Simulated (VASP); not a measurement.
A run of VASP 6.6.1 is set up as follows.

INCAR

```
ALGO     = Normal         # electronic algorithm
EDIFF    = 1E-6           # SCF threshold, eV
ENCUT    = 520            # plane-wave cutoff, eV
GGA      = PS             # functional
ISIF     = 2              # what is computed and relaxed
ISMEAR   = -1             # smearing method
LASPH    = True           # aspherical terms in the spheres
LCHARG   = False          # write CHGCAR
LREAL    = Auto         
LWAVE    = False          # write WAVECAR
NBANDS   = 55             # bands
NELM     = 100            # most SCF steps
PREC     = Accurate       # precision mode
SIGMA    = 0.05           # smearing width, eV
```

The input KPOINTS:

```
k-points
0
Gamma
  2 2 1
```

POSCAR

```
HC18N
1.0
    7.3980000000      0.0000000000      0.0000000000
   -3.6990000000      6.4068560000      0.0000000000
    0.0000000000      0.0000000000     11.0000000000
C N H
18 1 1
Direct
    0.0010638613      0.0036340757      0.0897423636
    0.2245761503      0.1152382698      0.0892710909
    0.0039796834      0.3417812106      0.1238196364
    0.2254965035      0.4464369107      0.0948379091
   -0.0029324026      0.6616810180      0.0862110909
    0.2234721668      0.7770002947      0.0880021818
    0.3353163837     -0.0002701793      0.0880219091
    0.5560694077      0.1104894507      0.0924530909
    0.3343194333      0.3376667120      0.0914708182
    0.5561705314      0.4460423334      0.0883686364
    0.3343577602      0.6665887293      0.0873383636
    0.5537808283      0.7781726326      0.0868195455
    0.6611178482     -0.0020676288      0.0953198182
    0.8817267160      0.1037432401      0.1256160909
    0.6667636577      0.3344721654      0.0925544545
    0.8844446492      0.4433442862      0.0953822727
    0.6633799376      0.6655738790      0.0866019091
    0.8840775749      0.7726725870      0.0838024545
    0.9467985740      0.2207577320      0.2350796364
    1.0850601906     -0.1042224142      0.0832261818
```

Potentials or basis: VASP PAW PBE potentials, release 64 (C, N, H).

Run with:

```sh
$ cat potpaw_PBE.64/C/POTCAR potpaw_PBE.64/N/POTCAR potpaw_PBE.64/H/POTCAR > POTCAR
$ mpirun -np 1 vasp_std > vasp.out
```

Predict the largest force.

0.207 eV/Å.

Predict the band gap on the k mesh.

0.21 eV (least direct gap 0.27 eV).

Forces on the atoms (eV/Å):
```
C   -0.045  0.015 -0.008
C    0.003  0.020 -0.001
C   -0.004  0.081 -0.072
C   -0.007 -0.001 -0.011
C    0.009 -0.011  0.000
C    0.003 -0.011 -0.001
C    0.009  0.005  0.000
C    0.001  0.006 -0.006
C    0.003 -0.009 -0.004
C   -0.004  0.001  0.001
C   -0.003  0.001  0.000
C    0.003 -0.007 -0.002
C    0.011  0.009 -0.007
C    0.008 -0.090 -0.086
C   -0.005 -0.008 -0.002
C    0.013  0.001 -0.006
C    0.006  0.010  0.001
C   -0.020 -0.007  0.001
N    0.005  0.006  0.207
H    0.017 -0.006 -0.003
```

Caveat: the k points lie up to 0.49 Å⁻¹ apart; the PAW data sets were made with another functional, which shifts forces and pressure a little.
